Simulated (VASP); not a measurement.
# GaN (F-43m) in VASP: a series of runs

Runs on GaN. Level: LDA. Tasks: single point, relaxation of cell and atoms.

Program: VASP 6.6.1. These are calculated values, not measurements. Logs are shortened: lines on timing, memory, paths and dates and some standing lists are left out, and cuts for length are marked.

## 1. The cell of the first run

Symmetry: F-43m, No. 216, cubic system. Conventional cell: a = 4.470 Å, b = 4.470 Å, c = 4.470 Å, α = 90.00°, β = 90.00°, γ = 90.00°. Ga (site symmetry -43m) has 4 N at 1.94 Å within 2.6 Å. Within 2.6 Å of N (site symmetry -43m) lie 4 Ga at 1.94 Å.

## 2. Single point, LDA

INCAR reads:

```
SYSTEM = GaN
PREC = Accurate ; ENCUT = 520
EDIFF = 1E-7 ; ISMEAR = 0
SIGMA = 0.01 ; LREAL = .FALSE.
LASPH = .TRUE. ; NELM = 60
ALGO = Normal ; ISIF = 2
LWAVE = .FALSE. ; LCHARG = .FALSE.
NBANDS = 16
```

KPOINTS reads:

```
Automatic mesh
0
G
  10 10 10
  0 0 0
```

POSCAR reads:

```
GaN
1.0
    2.2351959379      2.2351959379      0.0000000000
   -2.2351959379      2.2351959379      0.0000000000
    0.0000000000      2.2351959379      2.2351959379
Ga N
1 1
Direct
    0.0000000000      0.0000000000      0.0000000000
    0.2500000000      0.7500000000      0.5000000000
```

Potentials or basis: VASP PAW LDA potentials, release 64 (Ga_d, N).

Started as:

```sh
cat potpaw_LDA.64/Ga_d/POTCAR potpaw_LDA.64/N/POTCAR > POTCAR
mpirun -np 1 vasp_std > vasp.out
```

OUTCAR:

```text
SYSTEM = GaN
   PREC = Accurate
   ENCUT = 520
   EDIFF = 1E-7
   ISMEAR = 0
   LREAL = .FALSE.
   LASPH = .TRUE.
   NELM = 60
   ISIF = 2

 ion  position               nearest neighbor table
   1  0.000  0.000  0.000-   2 1.94   2 1.94   2 1.94   2 1.94
   2  0.250  0.750  0.500-   1 1.94   1 1.94   1 1.94   1 1.94

  LATTYP: Found a face centered cubic cell.
 ALAT       =     4.4703918758

  Lattice vectors:

 A1 = (   0.0000000000,   2.2351959379,   2.2351959379)
 A2 = (   2.2351959379,   0.0000000000,   2.2351959379)
 A3 = (   2.2351959379,   2.2351959379,   0.0000000000)

Analysis of symmetry for initial positions (statically):
=====================================================================
 Subroutine PRICEL returns:
 Original cell was already a primitive cell.

 Routine SETGRP: Setting up the symmetry group for a
 face centered cubic supercell.

 Subroutine GETGRP returns: Found 24 space group operations
 (whereof 24 operations were pure point group operations)
 out of a pool of 48 trial point group operations.

The static configuration has the point symmetry T_d .

Analysis of symmetry for dynamics (positions and initial velocities):
=====================================================================
 Subroutine PRICEL returns:
 Original cell was already a primitive cell.

 Routine SETGRP: Setting up the symmetry group for a
 face centered cubic supercell.

 Subroutine GETGRP returns: Found 24 space group operations
 (whereof 24 operations were pure point group operations)
 out of a pool of 48 trial point group operations.

The dynamic configuration has the point symmetry T_d .

 Subroutine INISYM returns: Found 24 space group operations
 (whereof 24 operations are pure point group operations),
 and found     1 'primitive' translations

----------------------------------------------------------------------------------------

                                     Primitive cell

  volume of cell :      22.3345

  direct lattice vectors                    reciprocal lattice vectors
     2.235195938  2.235195938  0.000000000     0.223694036  0.223694036 -0.223694036
    -2.235195938  2.235195938  0.000000000    -0.223694036  0.223694036 -0.223694036
     0.000000000  2.235195938  2.235195938     0.000000000  0.000000000  0.447388071

  length of vectors
     3.161044410  3.161044410  3.161044410     0.387449435  0.387449435  0.447388071

  position of ions in fractional coordinates (direct lattice)
     0.000000000  0.000000000  0.000000000
     0.250000000  0.750000000  0.500000000

  ion indices of the primitive-cell ions
   primitive index   ion index
                 1           1
                 2           2

----------------------------------------------------------------------------------------

 KPOINTS: Automatic mesh

Automatic generation of k-mesh.
 Grid dimensions read from file:
 generate k-points for:   10   10   10

 Generating k-lattice:

  Cartesian coordinates                     Fractional coordinates (reciprocal lattice)
     0.022369404  0.022369404 -0.022369404     0.100000000  0.000000000  0.000000000
    -0.022369404  0.022369404 -0.022369404     0.000000000  0.100000000  0.000000000
     0.000000000  0.000000000  0.044738807     0.000000000  0.000000000  0.100000000

  Length of vectors
     0.038744944  0.038744944  0.044738807

  Shift w.r.t. Gamma in fractional coordinates (k-lattice)
     0.000000000  0.000000000  0.000000000

 Subroutine IBZKPT returns following result:
 ===========================================

 Found     47 irreducible k-points:

 Following reciprocal coordinates:
            Coordinates               Weight
  0.000000  0.000000  0.000000      1.000000
  0.100000  0.000000  0.000000      8.000000
  0.200000  0.000000  0.000000      8.000000
  0.300000  0.000000  0.000000      8.000000
  0.400000  0.000000  0.000000      8.000000
  0.500000  0.000000  0.000000      4.000000
[... 16 lines left out ...]
  0.300000  0.300000  0.000000     12.000000
  0.400000  0.300000  0.000000     24.000000
 [... further k-points ...]
   k-points           NKPTS =     47   k-points in BZ     NKDIM =     47   number of bands    NBANDS=     16
   number of dos      NEDOS =    301   number of ions     NIONS =      2
   total plane-waves  NPLWV =  13824
   dimension x,y,z NGX =    24 NGY =   24 NGZ =   24
   dimension x,y,z NGXF=    48 NGYF=   48 NGZF=   48
   ions per type =               1   1
   NGX,Y,Z   is equivalent  to a cutoff of  12.62, 12.62, 12.62 a.u.
   NGXF,Y,Z  is equivalent  to a cutoff of  25.24, 25.24, 25.24 a.u.
 SYSTEM =  GaN
   PREC   = accura    normal or accurate (medium, high low for compatibility)
   ISTART =      0    job   : 0-new  1-cont  2-samecut
   ICHARG =      2    charge: 1-file 2-atom 10-const
   ISPIN  =      1    spin polarized calculation?
   LNONCOLLINEAR =      F non collinear calculations
   LSORBIT =      F    spin-orbit coupling
   LASPH  =      T    aspherical Exc in radial PAW
   ENCUT  =  520.0 eV  38.22 Ry    6.18 a.u.   5.88  5.88  5.88*2*pi/ulx,y,z
   NELM   =     60;   NELMIN=  2; NELMDL= -5     # of ELM steps
   EDIFF  = 0.1E-06   stopping-criterion for ELM
   LREAL  =      F    real-space projection
   EDIFFG = 0.1E-05   stopping-criterion for IOM
   NSW    =      0    number of steps for IOM
   IBRION =     -1    ionic relax: 0-MD 1-quasi-New 2-CG
   NFREE  =      0    steps in history (QN), initial steepest desc. (CG)
   ISIF   =      2    stress and relaxation
   ISYM   =      2    0-nonsym 1-usesym 2-fastsym
   POTIM  = 0.5000    time-step for ionic-motion
   TEBEG  =    0.0;   TEEND  =   0.0 temperature during run
   PSTRESS=    0.0 pullay stress
   NELECT =      18.0000    total number of electrons
   NUPDOWN=      -1.0000    fix difference up-down
   EMIN   =  10.00;   EMAX   =-10.00  energy-range for DOS
   EFERMI =   0.00;   METHOD = LEGACY
   ISMEAR =     0;   SIGMA  =   0.01  broadening in eV -4-tet -1-fermi 0-gaus
   EFERMI_NEDOS =   21; number of points for ismear=-14 and -15
   IALGO  =     38    algorithm
   IMIX   =      4    mixing-type and parameters
     AMIX     =   0.40;   BMIX     =  1.00
     AMIX_MAG =   1.60;   BMIX_MAG =  1.00
  volume/ion in A,a.u.               =      11.17        75.36
  Fermi-wavevector in a.u.,A,eV,Ry     =   1.523492  2.878982 31.579485  2.321027
  Thomas-Fermi vector in A             =   2.631928
   LORBIT       =      0    0 simple, 1 ext, 2 COOP (PROOUT), +10 PAW based schemes
   GGA     = CA    functional components
   LHFCALC =     F    Hartree Fock is set to
   AEXX    =    0.0000 exact exchange contribution
   IVDW    =     0    specifies the selected vdW correction
   LEPSILON=     F    determine dielectric tensor
   LRPA    =     F    only Hartree local field effects (RPA)
 non-spin polarized calculation
 Gauss-broadening in eV      SIGMA  =   0.01
  energy-cutoff  :      520.00
  volume of cell :       22.33
 maximum number of plane-waves:       620
   NGX = 11   NGY = 11   NGZ = 11

 number of electron      18.0000014 magnetization

 Free energy of the ion-electron system (eV)
  ---------------------------------------------------
  ext. energy  EPLUGINS =         0.00000000
  ---------------------------------------------------
  free energy    TOTEN  =       -13.94403752 eV

  energy without entropy =      -13.94403752  energy(sigma->0) =      -13.94403752

 E-fermi :   5.3791     XC(G=0): -12.2494

 val. band max:        5.3043478095   @ k =   0.0000   0.0000   0.0000
 cond. band min:       7.2109816117   @ k =   0.0000   0.0000   0.0000
 fundamental gap:      1.9066338021
 Fermi energy:         5.3791088211

 k-point     1 :       0.0000    0.0000    0.0000
  band No.  band energies     occupation
      1     -10.7131      2.00000
      2      -8.2739      2.00000
      3      -8.2739      2.00000
      4      -8.2739      2.00000
      5      -7.9306      2.00000
      6      -7.9306      2.00000
[... 8 lines left out ...]
     15      24.1707      0.00000
     16      24.1707      0.00000

 k-point     2 :       0.1000    0.0000    0.0000
  band No.  band energies     occupation
      1     -10.5957      2.00000
      2      -8.2593      2.00000
      3      -8.2593      2.00000
      4      -8.2352      2.00000
      5      -7.9320      2.00000
      6      -7.9320      2.00000
[... 8 lines left out ...]
     15      22.8958      0.00000
     16      22.8958      0.00000

 k-point     3 :       0.2000    0.0000    0.0000
  band No.  band energies     occupation
      1     -10.3017      2.00000
      2      -8.2255      2.00000
      3      -8.2255      2.00000
      4      -8.0667      2.00000
      5      -7.9309      2.00000
      6      -7.9309      2.00000
[... 8 lines left out ...]
     15      22.1235      0.00000
     16      22.1235      0.00000

 k-point     4 :       0.3000    0.0000    0.0000
  band No.  band energies     occupation
      1      -9.9959      2.00000
      2      -8.1956      2.00000
      3      -8.1956      2.00000
      4      -7.9164      2.00000
      5      -7.9164      2.00000
      6      -7.6392      2.00000
[... 8 lines left out ...]
     15      22.6192      0.00000
     16      22.6192      0.00000

 k-point     5 :       0.4000    0.0000    0.0000
  band No.  band energies     occupation
      1      -9.8215      2.00000
      2      -8.1828      2.00000
      3      -8.1828      2.00000
      4      -7.8921      2.00000
      5      -7.8921      2.00000
      6      -6.9627      2.00000
[... 8 lines left out ...]
     15      24.0400      0.00000
     16      24.0400      0.00000

 k-point     6 :       0.5000    0.0000    0.0000
  band No.  band energies     occupation
      1      -9.7733      2.00000
      2      -8.1806      2.00000
      3      -8.1806      2.00000
      4      -7.8800      2.00000
      5      -7.8800      2.00000
      6      -6.5503      2.00000
[... 8 lines left out ...]
     15      25.0539      0.00000
     16      25.0539      0.00000

 k-point     7 :       0.1000    0.1000    0.0000
  band No.  band energies     occupation
      1     -10.4196      2.00000
      2      -8.2418      2.00000
      3      -8.2312      2.00000
      4      -8.1590      2.00000
      5      -7.9437      2.00000
      6      -7.9194      2.00000
[... 8 lines left out ...]
     15      21.8332      0.00000
     16      24.3554      0.00000

 k-point     8 :       0.2000    0.1000    0.0000
  band No.  band energies     occupation
      1     -10.1246      2.00000
      2      -8.2054      2.00000
      3      -8.1997      2.00000
      4      -7.9724      2.00000
      5      -7.9478      2.00000
      6      -7.8335      2.00000
[... 8 lines left out ...]
     15      21.7722      0.00000
     16      24.2775      0.00000

 k-point     9 :       0.3000    0.1000    0.0000
  band No.  band energies     occupation
      1      -9.8794      2.00000
      2      -8.1816      2.00000
      3      -8.1747      2.00000
      4      -7.9309      2.00000
      5      -7.9151      2.00000
      6      -7.3284      2.00000
[... 8 lines left out ...]
     15      21.8502      0.00000
     16      24.4804      0.00000
[... 172 lines left out ...]
 k-point    19 :       0.5000    0.2000    0.0000
  band No.  band energies     occupation
      1      -9.6954      2.00000
      2      -8.1647      2.00000
      3      -8.0972      2.00000
      4      -7.9775      2.00000
      5      -7.8757      2.00000
      6      -6.4413      2.00000
[... 8 lines left out ...]
     15      25.6436      0.00000
     16      26.0461      0.00000

 k-point    20 :      -0.4000    0.2000    0.0000
  band No.  band energies     occupation
      1      -9.7746      2.00000
      2      -8.1557      2.00000
      3      -8.1021      2.00000
      4      -8.0227      2.00000
      5      -7.8747      2.00000
      6      -7.0920      2.00000
[... 8 lines left out ...]
     15      25.6828      0.00000
     16      26.3304      0.00000

 k-point    21 :      -0.3000    0.2000    0.0000
  band No.  band energies     occupation
      1      -9.9492      2.00000
      2      -8.1540      2.00000
      3      -8.1271      2.00000
      4      -8.0634      2.00000
      5      -7.8885      2.00000
      6      -7.6631      2.00000
[... 8 lines left out ...]
     15      26.0154      0.00000
     16      26.1844      0.00000

 k-point    22 :      -0.2000    0.2000    0.0000
  band No.  band energies     occupation
      1     -10.1754      2.00000
      2      -8.1707      2.00000
      3      -8.1707      2.00000
      4      -8.1242      2.00000
      5      -7.9067      2.00000
      6      -7.9020      2.00000
[... 8 lines left out ...]
     15      26.3379      0.00000
     16      26.9363      0.00000

 k-point    23 :       0.3000    0.3000    0.0000
  band No.  band energies     occupation
      1      -9.6637      2.00000
      2      -8.1637      2.00000
      3      -8.0657      2.00000
      4      -7.9619      2.00000
      5      -7.9279      2.00000
      6      -6.2638      2.00000
[... 8 lines left out ...]
     15      23.1383      0.00000
     16      27.9280      0.00000

 k-point    24 :       0.4000    0.3000    0.0000
  band No.  band energies     occupation
      1      -9.6309      2.00000
      2      -8.1561      2.00000
      3      -8.0322      2.00000
      4      -7.9897      2.00000
      5      -7.8959      2.00000
      6      -5.9930      2.00000
[... 8 lines left out ...]
     15      25.1745      0.00000
     16      28.1553      0.00000

 [... further k-points ...]
[... 5 lines left out ...]
  --------------------------------------------------------------------------------------
  -------------------------------------------------------------------------------------
  Total       -0.1306319     -0.1306319     -0.1306319     -0.0000000      0.0000000     -0.0000000
  in kB       -9.3709355     -9.3709355     -9.3709355     -0.0000000      0.0000000     -0.0000000
  external PRESSURE =      -9.3709355 kB  Pullay stress =       0.0000000 kB

 VOLUME and BASIS-vectors are now :
 -----------------------------------------------------------------------------
  energy-cutoff  :      520.00
  volume of cell :       22.33
      direct lattice vectors                 reciprocal lattice vectors
     2.235195938  2.235195938  0.000000000     0.223694036  0.223694036 -0.223694036
    -2.235195938  2.235195938  0.000000000    -0.223694036  0.223694036 -0.223694036
     0.000000000  2.235195938  2.235195938     0.000000000  0.000000000  0.447388071

 POSITION                                       TOTAL-FORCE (eV/Angst)
 -----------------------------------------------------------------------------------
      0.00000      0.00000      0.00000         0.000000      0.000000      0.000000
     -1.11760      3.35279      1.11760        -0.000000     -0.000000      0.000000
 -----------------------------------------------------------------------------------
    total drift:                                0.000003     -0.000000      0.000000

  FREE ENERGIE OF THE ION-ELECTRON SYSTEM (eV)
  ---------------------------------------------------
  free  energy   TOTEN  =       -13.9440375220 eV

  energy  without entropy=      -13.9440375220  energy(sigma->0) =      -13.94403752
```

Run time: 18 s. Hardware: 1 thread of Intel Xeon 8259CL, shared host; peak memory 0.14 GiB.

Results:

```yaml
Free_energy: -13.9440 eV
Pressure: -0.9 GPa
Band_gap_on_the_k_mesh: 1.91 eV, direct
```

LDA gaps usually lie below the measured ones, often by a third to a half.

## 3. Single point, LDA

INCAR reads:

```
ALGO = Normal
EDIFF = 1E-6
ENCUT = 520
ISIF = 2
ISMEAR = 0
LASPH = T
LCHARG = F
LREAL = F
LWAVE = F
NBANDS = 16
NELM = 60
PREC = Accurate
SIGMA = 0.01
```

KPOINTS reads:

```
k-points
0
Gamma
  10 10 10
```

POSCAR is that of step 2.

Potentials or basis: VASP PAW LDA potentials, release 64 (Ga_d, N).

Started as:

```sh
cat potpaw_LDA.64/Ga_d/POTCAR potpaw_LDA.64/N/POTCAR > POTCAR
mpirun -np 1 vasp_std > vasp.out
```

OUTCAR:

```text
EDIFF = 1E-6
   ENCUT = 520
   ISIF = 2
   ISMEAR = 0
   LASPH = T
   LREAL = F
   NELM = 60
   PREC = Accurate

 ion  position               nearest neighbor table
   1  0.000  0.000  0.000-   2 1.94   2 1.94   2 1.94   2 1.94
   2  0.250  0.750  0.500-   1 1.94   1 1.94   1 1.94   1 1.94

  LATTYP: Found a face centered cubic cell.
 ALAT       =     4.4703918758

  Lattice vectors:

 A1 = (   0.0000000000,   2.2351959379,   2.2351959379)
[... 639 lines left out ...]

 [... further k-points ...]

------------------------ aborting loop because EDIFF is reached ----------------------------------------

  FORCE on cell =-STRESS in cart. coord.  units (eV):
  Direction    XX          YY          ZZ          XY          YZ          ZX
  --------------------------------------------------------------------------------------
  -------------------------------------------------------------------------------------
  Total       -0.1276535     -0.1276535     -0.1276535     -0.0000000     -0.0000000     -0.0000000
  in kB       -9.1572804     -9.1572804     -9.1572804     -0.0000000     -0.0000000     -0.0000000
  external PRESSURE =      -9.1572804 kB  Pullay stress =       0.0000000 kB

 VOLUME and BASIS-vectors are now :
 -----------------------------------------------------------------------------
  energy-cutoff  :      520.00
  volume of cell :       22.33
      direct lattice vectors                 reciprocal lattice vectors
     2.235195938  2.235195938  0.000000000     0.223694036  0.223694036 -0.223694036
    -2.235195938  2.235195938  0.000000000    -0.223694036  0.223694036 -0.223694036
     0.000000000  2.235195938  2.235195938     0.000000000  0.000000000  0.447388071

 POSITION                                       TOTAL-FORCE (eV/Angst)
 -----------------------------------------------------------------------------------
      0.00000      0.00000      0.00000         0.000000     -0.000000      0.000000
     -1.11760      3.35279      1.11760        -0.000000      0.000000      0.000000
 -----------------------------------------------------------------------------------
    total drift:                                0.000003      0.000000     -0.000000

  FREE ENERGIE OF THE ION-ELECTRON SYSTEM (eV)
  ---------------------------------------------------
  free  energy   TOTEN  =       -13.9440375144 eV

  energy  without entropy=      -13.9440375144  energy(sigma->0) =      -13.94403751
```

Wall time 15 s (1 thread of Intel Xeon 8259CL, shared host); peak memory 0.14 GiB.

What came out:

```
Free energy            : -13.9440 eV
Pressure               : -0.9 GPa
Band gap on the k mesh : 1.91 eV, direct
```

Levels at points of the mesh, in eV from the valence-band top:
```csv
k point,band 5,band 6,band 7,band 8,band 9,band 10,band 11,band 12,band 13,band 14
"(0.00, 0.00, 0.00)",-13.23,-13.23,0.00,0.00,0.00,1.91,10.26,10.26,10.26,17.64
"(0.50, 0.00, 0.00)",-13.18,-11.85,-7.28,-1.01,-1.01,4.71,8.72,10.33,10.33,15.60
"(0.50, 0.50, 0.00)",-13.15,-11.38,-6.31,-2.82,-2.82,3.25,6.63,11.68,14.01,14.01
```

(Continued in part 2 of 2.)
